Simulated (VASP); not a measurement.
# Sb (R-3m) in VASP: notebook

The runs below take Sb through single point, relaxation of cell and atoms, with PBE.

Everything below comes from runs of VASP 6.6.1. Logs are shortened: lines on timing, memory, paths and dates and some standing lists are left out, and cuts for length are marked.

### 1 The cell of the first run

It takes space group R-3m (No. 166, trigonal). Conventional cell: a = 4.371 Å, b = 4.371 Å, c = 11.537 Å, α = 90.00°, β = 90.00°, γ = 120.00°. Sb (site symmetry 3m) has 6 Sb at 2.95 to 3.42 Å within 3.9 Å.

### 2 Single point, PBE

Contents of INCAR:

```
SYSTEM = Sb
PREC     = Accurate       ! precision mode
ENCUT    = 520            ! plane-wave cutoff, eV
EDIFF    = 1E-6           ! SCF threshold, eV
ISMEAR   = -1             ! smearing method
SIGMA    = 0.15           ! smearing width, eV
LREAL    = .False.        ! projectors in reciprocal space
LASPH    = .True.         ! aspherical terms in the spheres
NELM     = 80             ! most SCF steps
ALGO     = Normal         ! electronic algorithm
ISIF     = 2              ! what is computed and relaxed
LWAVE    = .False.        ! write WAVECAR
LCHARG   = .True.         ! write CHGCAR
GGA      = PE             ! functional
LELF     = .True.         ! ELF
LVHAR    = .True.       
NBANDS   = 12             ! bands
```

Contents of KPOINTS:

```
regular mesh
0
Gamma
  12 12 12
  0 0 0
```

Contents of POSCAR:

```
Sb
1.0
    2.1853540281      1.2617147364      3.8456437833
   -2.1853540281      1.2617147364      3.8456437833
    0.0000000000     -2.5234294728      3.8456437833
Sb
2
Direct
    0.2330536759      0.2330536759      0.2330536759
    0.7669463241      0.7669463241      0.7669463241
```

Potentials or basis: VASP PAW PBE potentials, release 64 (Sb).

Launch:

```
cat potpaw_PBE.64/Sb/POTCAR > POTCAR
mpirun -np 1 vasp_std > vasp.out
```

OUTCAR:

```text
SYSTEM = Sb
   PREC = Accurate
   ENCUT = 520
   EDIFF = 1E-6
   ISMEAR = -1
   LREAL = .False.
   LASPH = .True.
   NELM = 80
   ISIF = 2
   GGA = PE

 ion  position               nearest neighbor table
   1  0.233  0.233  0.233-   2 2.95   2 2.95   2 2.95   2 3.42   2 3.42   2 3.42
   2  0.767  0.767  0.767-   1 2.95   1 2.95   1 2.95   1 3.42   1 3.42   1 3.42

  LATTYP: Found a trigonal (rhomboedric) cell.
 ALAT       =     4.5996382915
 COS(alpha) =     0.5485327621

  Lattice vectors:

 A1 = (   2.1853540281,   1.2617147364,   3.8456437833)
 A2 = (  -2.1853540281,   1.2617147364,   3.8456437833)
 A3 = (   0.0000000000,  -2.5234294728,   3.8456437833)

Analysis of symmetry for initial positions (statically):
=====================================================================
 Subroutine PRICEL returns:
 Original cell was already a primitive cell.

 Routine SETGRP: Setting up the symmetry group for a
 trigonal (rhombohedral) supercell.

 Subroutine GETGRP returns: Found 12 space group operations
 (whereof 12 operations were pure point group operations)
 out of a pool of 12 trial point group operations.

The static configuration has the point symmetry D_3d.

Analysis of symmetry for dynamics (positions and initial velocities):
=====================================================================
 Subroutine PRICEL returns:
 Original cell was already a primitive cell.

 Routine SETGRP: Setting up the symmetry group for a
 trigonal (rhombohedral) supercell.

 Subroutine GETGRP returns: Found 12 space group operations
 (whereof 12 operations were pure point group operations)
 out of a pool of 12 trial point group operations.

The dynamic configuration has the point symmetry D_3d.

 Subroutine INISYM returns: Found 12 space group operations
 (whereof 12 operations are pure point group operations),
 and found     1 'primitive' translations

----------------------------------------------------------------------------------------

                                     Primitive cell

  volume of cell :      63.6214

  direct lattice vectors                    reciprocal lattice vectors
     2.185354028  1.261714736  3.845643783     0.228795881  0.132095363  0.086678162
    -2.185354028  1.261714736  3.845643783    -0.228795881  0.132095363  0.086678162
     0.000000000 -2.523429473  3.845643783     0.000000000 -0.264190727  0.086678162

  length of vectors
     4.599638291  4.599638291  4.599638291     0.278046478  0.278046478  0.278046478

  position of ions in fractional coordinates (direct lattice)
     0.233053676  0.233053676  0.233053676
     0.766946324  0.766946324  0.766946324

  ion indices of the primitive-cell ions
   primitive index   ion index
                 1           1
                 2           2

----------------------------------------------------------------------------------------

 KPOINTS: regular mesh

Automatic generation of k-mesh.
 Grid dimensions read from file:
 generate k-points for:   12   12   12

 Generating k-lattice:

  Cartesian coordinates                     Fractional coordinates (reciprocal lattice)
     0.019066323  0.011007947  0.007223180     0.083333333  0.000000000  0.000000000
    -0.019066323  0.011007947  0.007223180     0.000000000  0.083333333  0.000000000
     0.000000000 -0.022015894  0.007223180     0.000000000  0.000000000  0.083333333

  Length of vectors
     0.023170540  0.023170540  0.023170540

  Shift w.r.t. Gamma in fractional coordinates (k-lattice)
     0.000000000  0.000000000  0.000000000

 Subroutine IBZKPT returns following result:
 ===========================================

 Found    189 irreducible k-points:

 Following reciprocal coordinates:
            Coordinates               Weight
  0.000000  0.000000  0.000000      1.000000
  0.083333 -0.000000 -0.000000      6.000000
  0.166667 -0.000000 -0.000000      6.000000
  0.250000  0.000000 -0.000000      6.000000
  0.333333  0.000000  0.000000      6.000000
  0.416667  0.000000 -0.000000      6.000000
[... 16 lines left out ...]
  0.500000  0.166667  0.000000     12.000000
 -0.416667  0.166667  0.000000     12.000000
 [... further k-points ...]
   k-points           NKPTS =    189   k-points in BZ     NKDIM =    189   number of bands    NBANDS=     12
   number of dos      NEDOS =    301   number of ions     NIONS =      2
   total plane-waves  NPLWV =  46656
   dimension x,y,z NGX =    36 NGY =   36 NGZ =   36
   dimension x,y,z NGXF=    72 NGYF=   72 NGZF=   72
   ions per type =               2
   NGX,Y,Z   is equivalent  to a cutoff of  13.01, 13.01, 13.01 a.u.
   NGXF,Y,Z  is equivalent  to a cutoff of  26.02, 26.02, 26.02 a.u.
 SYSTEM =  Sb
   PREC   = accura    normal or accurate (medium, high low for compatibility)
   ISTART =      0    job   : 0-new  1-cont  2-samecut
   ICHARG =      2    charge: 1-file 2-atom 10-const
   ISPIN  =      1    spin polarized calculation?
   LNONCOLLINEAR =      F non collinear calculations
   LSORBIT =      F    spin-orbit coupling
   LASPH  =      T    aspherical Exc in radial PAW
   ENCUT  =  520.0 eV  38.22 Ry    6.18 a.u.   8.55  8.55  8.55*2*pi/ulx,y,z
   NELM   =     80;   NELMIN=  2; NELMDL= -5     # of ELM steps
   EDIFF  = 0.1E-05   stopping-criterion for ELM
   LREAL  =      F    real-space projection
   EDIFFG = 0.1E-04   stopping-criterion for IOM
   NSW    =      0    number of steps for IOM
   IBRION =     -1    ionic relax: 0-MD 1-quasi-New 2-CG
   NFREE  =      0    steps in history (QN), initial steepest desc. (CG)
   ISIF   =      2    stress and relaxation
   ISYM   =      2    0-nonsym 1-usesym 2-fastsym
   POTIM  = 0.5000    time-step for ionic-motion
   TEBEG  =    0.0;   TEEND  =   0.0 temperature during run
   PSTRESS=    0.0 pullay stress
   NELECT =      10.0000    total number of electrons
   NUPDOWN=      -1.0000    fix difference up-down
   EMIN   =  10.00;   EMAX   =-10.00  energy-range for DOS
   EFERMI =   0.00;   METHOD = LEGACY
   ISMEAR =    -1;   SIGMA  =   0.15  broadening in eV -4-tet -1-fermi 0-gaus
   EFERMI_NEDOS =   21; number of points for ismear=-14 and -15
   IALGO  =     38    algorithm
   IMIX   =      4    mixing-type and parameters
     AMIX     =   0.40;   BMIX     =  1.00
     AMIX_MAG =   1.60;   BMIX_MAG =  1.00
  volume/ion in A,a.u.               =      31.81       214.67
  Fermi-wavevector in a.u.,A,eV,Ry     =   0.883501  1.669575 10.620355  0.780574
  Thomas-Fermi vector in A             =   2.004276
   LORBIT       =      0    0 simple, 1 ext, 2 COOP (PROOUT), +10 PAW based schemes
   GGA     = PE    functional components
   LHFCALC =     F    Hartree Fock is set to
   AEXX    =    0.0000 exact exchange contribution
   IVDW    =     0    specifies the selected vdW correction
   LEPSILON=     F    determine dielectric tensor
   LRPA    =     F    only Hartree local field effects (RPA)
 non-spin polarized calculation
  energy-cutoff  :      520.00
  volume of cell :       63.62
 maximum number of plane-waves:      1736
 NGX is ok and might be reduce to    36
   NGX = 17   NGY = 17   NGZ = 17

 number of electron      10.0000000 magnetization

 Free energy of the ion-electron system (eV)
  ---------------------------------------------------
  ext. energy  EPLUGINS =         0.00000000
  ---------------------------------------------------
  free energy    TOTEN  =        -8.28610771 eV

  energy without entropy =       -8.25312235  energy(sigma->0) =       -8.26961503

 E-fermi :   6.6019     XC(G=0):  -9.3065

 val. band max:        6.5359219994   @ k =   0.4167   0.0833   0.0833
 cond. band min:       6.6174536861   @ k =   0.3333   0.1667   0.1667
 fundamental gap:      0.0815316867
 Fermi energy:         6.6018948709

 k-point     1 :       0.0000    0.0000    0.0000
  band No.  band energies     occupation
      1      -5.6910      2.00000
      2       1.5871      2.00000
      3       4.6738      1.99999
      4       4.9660      1.99996
      5       4.9660      1.99996
      6       8.6375      0.00000
      7       9.2418      0.00000
      8       9.2418      0.00000
      9      11.8255      0.00000
     10      11.8255      0.00000
     11      11.9323      0.00000
     12      13.3667      0.00000

 k-point     2 :       0.0833   -0.0000   -0.0000
  band No.  band energies     occupation
      1      -5.6182      2.00000
      2       1.2992      2.00000
      3       4.7084      1.99999
      4       4.9455      1.99997
      5       5.0421      1.99994
      6       8.6202      0.00000
      7       9.0333      0.00000
      8       9.0773      0.00000
      9      11.4750      0.00000
     10      11.7597      0.00000
     11      11.8303      0.00000
     12      13.8655      0.00000

 k-point     3 :       0.1667   -0.0000   -0.0000
  band No.  band energies     occupation
      1      -5.4006      2.00000
      2       0.5873      2.00000
      3       4.7184      1.99999
      4       4.8960      1.99998
      5       5.2705      1.99972
      6       8.3716      0.00002
      7       8.5744      0.00000
      8       8.6486      0.00000
      9      11.2678      0.00000
     10      11.7307      0.00000
     11      12.0934      0.00000
     12      14.9457      0.00000

 k-point     4 :       0.2500    0.0000   -0.0000
  band No.  band energies     occupation
      1      -5.0418      2.00000
      2      -0.3182      2.00000
      3       4.7238      1.99999
      4       4.8427      1.99998
      5       5.5352      1.99837
      6       7.8451      0.00050
      7       8.0163      0.00016
      8       8.1300      0.00008
      9      11.5994      0.00000
     10      12.1553      0.00000
     11      12.7130      0.00000
     12      16.2644      0.00000

 k-point     5 :       0.3333    0.0000    0.0000
  band No.  band energies     occupation
      1      -4.5500      2.00000
      2      -1.2699      2.00000
      3       4.7653      1.99999
      4       4.8059      1.99999
      5       5.7915      1.99103
      6       7.3041      0.01836
      7       7.4365      0.00764
      8       7.6720      0.00159
      9      12.2641      0.00000
     10      13.0450      0.00000
     11      13.6137      0.00000
     12      16.8595      0.00000
[... 228 lines left out ...]
      1      -4.6954      2.00000
      2      -0.6788      2.00000
      3       3.6770      2.00000
      4       4.0567      2.00000
      5       5.1197      1.99990
      6       8.2206      0.00004
      7       9.0159      0.00000
      8       9.3056      0.00000
      9      10.6504      0.00000
     10      13.6258      0.00000
     11      14.1726      0.00000
     12      15.4823      0.00000

 k-point    22 :       0.4167    0.1667    0.0000
  band No.  band energies     occupation
      1      -4.1886      2.00000
      2      -1.4938      2.00000
      3       3.5079      2.00000
      4       4.0079      2.00000
      5       4.8760      1.99998
      6       8.4323      0.00001
      7       8.5970      0.00000
      8       9.1119      0.00000
      9      11.1981      0.00000
     10      14.3428      0.00000
     11      15.2654      0.00000
     12      15.6728      0.00000

 k-point    23 :       0.5000    0.1667    0.0000
  band No.  band energies     occupation
      1      -3.5940      2.00000
      2      -2.2897      2.00000
      3       3.2831      2.00000
      4       4.1613      2.00000
      5       4.8705      1.99998
      6       8.0581      0.00012
      7       8.1983      0.00005
      8       9.2999      0.00000
      9      12.2255      0.00000
     10      14.4158      0.00000
     11      15.2665      0.00000
     12      15.6121      0.00000

 k-point    24 :      -0.4167    0.1667    0.0000
  band No.  band energies     occupation
      1      -3.3254      2.00000
      2      -2.6120      2.00000
      3       3.1221      2.00000
      4       4.4750      2.00000
      5       5.0372      1.99994
      6       7.5801      0.00294
      7       7.8402      0.00052
      8       9.5977      0.00000
      9      13.1077      0.00000
     10      13.6735      0.00000
     11      14.2883      0.00000
     12      16.3822      0.00000

 [... further k-points ...]

------------------------ aborting loop because EDIFF is reached ----------------------------------------

  FORCE on cell =-STRESS in cart. coord.  units (eV):
  Direction    XX          YY          ZZ          XY          YZ          ZX
  --------------------------------------------------------------------------------------
  -------------------------------------------------------------------------------------
  Total        0.0239919      0.0239919      0.0062597     -0.0000000     -0.0000000      0.0000000
  in kB        0.6041872      0.6041872      0.1576389     -0.0000000     -0.0000000      0.0000000
  external PRESSURE =       0.4553378 kB  Pullay stress =       0.0000000 kB

 VOLUME and BASIS-vectors are now :
 -----------------------------------------------------------------------------
  energy-cutoff  :      520.00
  volume of cell :       63.62
      direct lattice vectors                 reciprocal lattice vectors
     2.185354028  1.261714736  3.845643783     0.228795881  0.132095363  0.086678162
    -2.185354028  1.261714736  3.845643783    -0.228795881  0.132095363  0.086678162
     0.000000000 -2.523429473  3.845643783     0.000000000 -0.264190727  0.086678162

 POSITION                                       TOTAL-FORCE (eV/Angst)
 -----------------------------------------------------------------------------------
      0.00000      0.00000      2.68872         0.000000      0.000000      0.036062
      0.00000      0.00000      8.84821         0.000000     -0.000000     -0.036062
 -----------------------------------------------------------------------------------
    total drift:                                0.000000     -0.000000      0.000000

  FREE ENERGIE OF THE ION-ELECTRON SYSTEM (eV)
  ---------------------------------------------------
  free  energy   TOTEN  =        -8.2861077107 eV

  energy  without entropy=       -8.2531223536  energy(sigma->0) =       -8.26961503
```

Wall time 96 s (1 thread of Intel Xeon Platinum 8259CL at 2.50GHz (Skylake/Cascade Lake), shared host); peak memory 0.28 GiB.

Results:

```
Free energy            : -8.2861 eV
Pressure               : 0.0 GPa
Largest force          : 0.036 eV/Å
Band gap on the k mesh : zero (bands 5 and 6 overlap by 0.19 eV)
```

Forces on the atoms (eV/Å):
```
Sb   0.000  0.000  0.036
Sb   0.000  0.000 -0.036
```

Levels at points of the mesh, in eV from the Fermi level:
| k point | band 3 | band 4 | band 5 | band 6 | band 7 | band 8 |
| --- | --- | --- | --- | --- | --- | --- |
| (0.00, 0.00, 0.00) | -1.93 | -1.64 | -1.64 | 2.04 | 2.64 | 2.64 |
| (0.50, 0.00, 0.00) | -1.81 | -1.74 | -0.22 | -0.17 | 0.25 | 0.65 |
| (0.50, 0.50, 0.00) | -5.07 | -3.48 | -3.37 | 1.71 | 4.70 | 5.36 |
| (0.50, 0.50, 0.50) | -1.19 | -1.19 | -0.48 | 0.29 | 0.29 | 1.14 |

Caveat: spin-orbit coupling is left out, which moves the levels of the heavy elements.

### 3 Relaxation of cell and atoms, PBE

Contents of INCAR:

```
SYSTEM = Sb
PREC = Accurate ; ENCUT = 600
EDIFF = 1E-7 ; ISMEAR = -1
SIGMA = 0.15 ; LREAL = .FALSE.
LASPH = .TRUE. ; NELM = 100
ALGO = Normal ; ISIF = 3
LWAVE = .FALSE. ; LCHARG = .FALSE.
GGA = PE ; IBRION = 2
NSW = 80 ; EDIFFG = -0.001
```

Contents of KPOINTS:

```
regular mesh
0
G
  12 12 12
  0 0 0
```

Contents of POSCAR:

```
Sb
1.0
    2.1880121828      1.2632494227      3.8420025330
   -2.1880121828      1.2632494227      3.8420025330
    0.0000000000     -2.5264988455      3.8420025330
Sb
2
Direct
    0.2327533316      0.2327533316      0.2327533316
    0.7672466684      0.7672466684      0.7672466684
```

Potentials or basis: VASP PAW PBE potentials, release 64 (Sb).

Launch:

```
cat potpaw_PBE.64/Sb/POTCAR > POTCAR
mpirun -np 1 vasp_std > vasp.out
```

Wall time 12 min (1 thread of Intel Xeon Platinum 8259CL at 2.50GHz (Skylake/Cascade Lake), shared host); peak memory 0.32 GiB.

Results (log left out):

```yaml
Free_energy: -8.2864 eV
Relaxed_volume: 31.71 Å³/atom
Relaxed_cell: a = 4.586 Å, b = 4.586 Å, c = 4.586 Å, α = 56.95°, β = 56.95°, γ = 56.95°
Space_group_after_relaxing_to_0.1_Å: R-3m (No. 166)
Energy_gained_by_relaxing: 0.3 meV/atom
Ionic_steps: 16
Pressure_after_relaxing: 0.0 GPa
Band_gap_on_the_k_mesh: zero (bands 5 and 6 overlap by 0.19 eV)
```

The path:
| step | energy change (eV) | largest force (eV/Å) | pressure (GPa) | volume (Å³) |
| --- | --- | --- | --- | --- |
| 1 | 0.0000 | 0.0626 | 0.04 | 63.72 |
| 2 | -0.0003 | 0.0282 | -0.09 | 63.79 |
| 3 | -0.0003 | 0.0081 | -0.17 | 63.84 |
| 4 | -0.0005 | 0.0015 | -0.09 | 63.66 |
| 5 | -0.0005 | 0.0029 | -0.03 | 63.54 |
| 6 | -0.0005 | 0.0032 | -0.03 | 63.53 |
| 7 | -0.0005 | 0.0025 | 0.00 | 63.50 |
| 8 | -0.0005 | 0.0073 | 0.02 | 63.47 |
| 9 | -0.0005 | 0.0170 | 0.07 | 63.41 |
| 10 | -0.0005 | 0.0105 | 0.04 | 63.45 |
| 11 | -0.0005 | 0.0087 | 0.01 | 63.47 |
| 12 | -0.0006 | 0.0069 | -0.01 | 63.49 |
| 13 | -0.0006 | 0.0057 | -0.01 | 63.47 |
| 14 | -0.0006 | 0.0023 | 0.00 | 63.44 |
| 15 | -0.0006 | 0.0046 | 0.01 | 63.36 |
| 16 | -0.0006 | 0.0001 | 0.00 | 63.41 |

Final structure:
```
Sb
1.0
     2.18657    1.26242    3.82879
    -2.18657    1.26242    3.82879
     0.00000   -2.52483    3.82879
Sb
2
Direct
  0.23364 0.23364 0.23364
  0.76636 0.76636 0.76636
```

Levels at points of the mesh, in eV from the Fermi level:
| k point | band 1 | band 2 | band 3 | band 4 | band 5 | band 6 | band 7 | band 8 | band 9 |
| --- | --- | --- | --- | --- | --- | --- | --- | --- | --- |
| (0.00, 0.00, 0.00) | -12.29 | -4.99 | -1.91 | -1.63 | -1.63 | 2.10 | 2.67 | 2.67 | 5.20 |
| (0.50, 0.00, 0.00) | -10.06 | -9.36 | -1.77 | -1.68 | -0.22 | -0.16 | 0.25 | 0.61 | 7.54 |
| (0.50, 0.50, 0.00) | -10.09 | -7.88 | -5.10 | -3.48 | -3.38 | 1.74 | 4.73 | 5.35 | 6.56 |
| (0.50, 0.50, 0.50) | -10.86 | -8.72 | -1.16 | -1.16 | -0.46 | 0.26 | 0.26 | 1.11 | 6.95 |

Caveat: spin-orbit coupling is left out, which moves the levels of the heavy elements.

The gap in the log of VASP goes by the Fermi energy; the results here count the filled bands.